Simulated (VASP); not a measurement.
Wanted: the native input for a VASP 6.6.1 run.

* Task: single point
* Functional: PBE
* Potentials or basis: VASP PAW PBE potentials, release 64 (Cd)
* Cutoff: 500 eV
* k mesh: 12 × 12 × 12
* Occupations: fermi-dirac, width 0.1 eV
* Spin: no spin polarisation
* Dipole correction: no
* Further INCAR settings: ALGO = Normal; EDIFF = 1e-06; NBANDS = 19

The structure of Cd lies in POSCAR:

```
Cd
1.0
    0.0000000000      2.9182547434      2.9182547434
    2.9182547434      0.0000000000      2.9182547434
    2.9182547434      2.9182547434      0.0000000000
Cd
2
Direct
    1.0000000000      1.0000000000      1.0000000000
    0.2500000000      0.2500000000      0.2500000000
```

This isn't the form of Cd at room conditions, which is hcp.

One way to write it, as run:

INCAR

```
  ALGO = Normal
  EDIFF = 1E-6
  ENCUT = 500
  GGA = PE
  GGA_COMPAT = F
  ISIF = 2
  ISMEAR = -1
  LASPH = T
  LCHARG = F
  LREAL = F
  LWAVE = F
  NBANDS = 19
  NELM = 120
  PREC = Accurate
  SIGMA = 0.1
```

KPOINTS

```
k-points
0
Gamma
  12 12 12
```

Potentials or basis: VASP PAW PBE potentials, release 64 (Cd).

The run is started by

```sh
$ cat potpaw_PBE.64/Cd/POTCAR > POTCAR
$ mpirun -np 1 vasp_std > vasp.out
```

Results of the run:

* Pressure: 20.8 GPa
* Band gap on the k mesh: zero (bands 12 and 13 overlap by 7.35 eV)

Caveat: the cell stands under pressure.

It took 21 s on 1 thread of Intel(R) Xeon(R) 6975P-C (Granite Rapids), with other jobs on the host, peak memory 0.19 GiB.
